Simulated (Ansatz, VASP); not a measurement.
## V: VASP beside Ansatz

```
V
1.0
    -1.56323    1.56323    1.56323
     1.56323   -1.56323    1.56323
     1.56323    1.56323   -1.56323
V
1
Direct
  0.00000 0.00000 0.00000
```

Alike in both runs: task single point; functional PBE; k mesh 11 × 11 × 11; occupations fermi-dirac, width 0.05 eV; collinear spin.

|  | VASP | Ansatz |
| --- | --- | --- |
| version | VASP 6.6.1 | Ansatz 0.2.0 |
| potentials or method | VASP PAW PBE potentials, release 64 (V_sv), cutoff 520 eV | plane waves, PAW |
| valence electrons in the cell | 13 | 13 |

```csv
,VASP,Ansatz,Ansatz less VASP
net moment per atom (μB),0.00,0.00,0.000
```

Ansatz's warnings: seeded moment not kept.
